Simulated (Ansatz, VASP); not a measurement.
Two plane-wave programs on AlNi

```
Al Ni
1.0
     2.86182    0.00000    0.00000
     0.00000    2.86182    0.00000
     0.00000    0.00000    2.86182
Al Ni
1 1
Direct
  0.00000 0.00000 0.97344
  0.50000 0.50000 0.51221
```

Change from the starting cell: mode 6 frozen in at -0.076 Å, equal normal strain along x, y and z +0.0000.

Alike in both runs: task single point; functional PBEsol; k mesh 16 × 16 × 16; occupations gaussian, width 0.15 eV; no spin polarisation.

|  | VASP | Ansatz |
| --- | --- | --- |
| version | VASP 6.6.1 | Ansatz 0.2.0 |
| potentials or method | VASP PAW PBE potentials, release 64 (Al, Ni), cutoff 520 eV | scalar-relativistic, plane waves, PAW |
| valence electrons in the cell | 13 | 21 |

```csv
,VASP,Ansatz,Ansatz less VASP
gap on the k mesh at the Fermi level (eV),none,none,-
pressure (GPa),1.1,0.9,-0.21
"traceless stress, the component that is largest in VASP (GPa)",-0.44,-0.44,+0.007
rms of the force components (eV/Å),0.401,0.398,-0.0032
```

VASP's potentials were made for PBE, not for PBEsol, and Ansatz warns of the same on its side. Atom by atom the forces differ by 0.003 eV/Å (rms over components). A gap of «none» marks a metal or a gap that the smearing closes. VASP's potentials hold 13 valence electrons a cell and Ansatz's 21, so a difference there can come from the potentials and not from the codes.
